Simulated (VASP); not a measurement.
Wanted: the native input for a VASP 6.6.1 run.

| Property | Result |
| --- | --- |
| Task | single point |
| Functional | PBE |
| Dispersion | D3(BJ) |
| Potentials or basis | VASP PAW PBE potentials, release 64 (Al) |
| Cutoff | 520 eV |
| k mesh | 16 × 16 × 2 |
| Occupations | gaussian, width 0.15 eV |
| Spin | no spin polarisation |
| Dipole correction | no |
| Further INCAR settings | ALGO = Fast; EDIFF = 1e-07; NBANDS = 22 |

The structure of Al lies in POSCAR:

```
Al
1.0
   -2.8144222649      0.0000000000      0.0000000000
   -1.4072111325     -2.4373611784      0.0000000000
   -0.1172675944     -0.2031134315     18.4820941423
Al
8
Direct
    1.0000000000      0.9947916667      0.0625000000
    1.0000000000      0.9531250000      0.5625000000
    0.3333333333      0.2760416667      0.6875000000
    0.3333333333      0.3177083333      0.1875000000
    0.0000000000     -0.0677083333      0.8125000000
    0.0000000000     -0.0260416667      0.3125000000
    0.6666666667      0.5885416667      0.9375000000
    0.6666666667      0.6302083333      0.4375000000
```

The input as run:

INCAR

```
SYSTEM = Al
PREC = Accurate ; ENCUT = 520
EDIFF = 1E-7 ; ISMEAR = 0
SIGMA = 0.15 ; LREAL = .FALSE.
LASPH = .TRUE. ; NELM = 100
ALGO = Fast ; ISIF = 2
LWAVE = .FALSE. ; LCHARG = .FALSE.
GGA = PE ; IVDW = 12
NBANDS = 22
```

KPOINTS

```
Automatic mesh
0
G
  16 16 2
  0 0 0
```

Potentials or basis: VASP PAW PBE potentials, release 64 (Al).

Run with:

```bash
$ cat potpaw_PBE.64/Al/POTCAR > POTCAR
$ mpirun -np 1 vasp_std > vasp.out
```

It gave:

```json
{
 "Pressure": "0.1 GPa",
 "Largest force": "0.160 eV/Å",
 "Band gap on the k mesh": "zero (bands 12 and 13 overlap by 5.30 eV)",
 "Dispersion energy per atom": "-0.351 eV"
}
```

Run time: 7.4 min on 1 thread of Intel(R) Xeon(R) 6975P-C (Granite Rapids), on a shared host, peak memory 0.61 GiB.
